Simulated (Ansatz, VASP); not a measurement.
## CoSi2: VASP beside Ansatz

The input INCAR:

```
SYSTEM = CoSi2
ALGO = Normal
EDIFF = 1E-6
ENCUT = 520
GGA = PE
ISIF = 2
ISMEAR = 0
LASPH = .TRUE.
LCHARG = .TRUE.
LELF = .TRUE.
LREAL = .FALSE.
LVHAR = .TRUE.
LWAVE = .FALSE.
NBANDS = 16
NELM = 80
PREC = Accurate
SIGMA = 0.15
```

File KPOINTS:

```
k-points
0
G
  16 16 16
  0 0 0
```

POSCAR

```
CoSi2
1.0
    0.0000000000      2.8139360127      2.6799390597
    2.8139360127      0.0000000000      2.6799390597
    2.8139360127      2.8139360127      0.0000000000
Co Si
1 2
Direct
    0.0000000000      0.0000000000      0.0000000000
    0.2500000000      0.2500000000      0.2500000000
    0.7500000000      0.7500000000      0.7500000000
```

Input for Ansatz:

```yaml
crystal:
  lattice:
    - [0.0, 2.8139360127, 2.6799390597]
    - [2.8139360127, 0.0, 2.6799390597]
    - [2.8139360127, 2.8139360127, 0.0]
  atoms:
    - { symbol: Co, position: [0.0, 0.0, 0.0] }
    - { symbol: Si, position: [0.25, 0.25, 0.25] }
    - { symbol: Si, position: [0.75, 0.75, 0.75] }
basis:
  ecutwfc: 420
kpoints:
  mp_grid: { grid: [16, 16, 16] }
hamiltonian:
  xc: pbe
scf:
  occupations: { method: gaussian, width: 0.15 }
output:
  forces: true
  stress: true
  eigenvalues: true
```

Change from the starting cell: strain +0.050 along x and y, +0.000 along z, atoms carried along.

Alike in both runs: task single point; functional PBE; k mesh 16 × 16 × 16; occupations gaussian, width 0.15 eV; no spin polarisation.

```csv
,VASP,Ansatz
version,VASP 6.6.1,Ansatz 0.2.0
potentials or method,"VASP PAW PBE potentials, release 64 (Co, Si), cutoff 520 eV","scalar-relativistic, plane waves, PAW"
valence electrons in the cell,17,25
```

```tsv
	VASP	Ansatz	Ansatz less VASP
gap on the k mesh at the Fermi level (eV)	none	none	-
pressure (GPa)	-13.8	-13.6	+0.14
traceless stress, the component that is largest in VASP (GPa)	2.40	2.41	+0.012
```

A gap of «none» marks a metal or a gap that the smearing closes. With one functional, cell and mesh, what is left measures potentials, basis and numerics. VASP's potentials hold 17 valence electrons a cell and Ansatz's 25, so a difference there can come from the potentials and not from the codes.
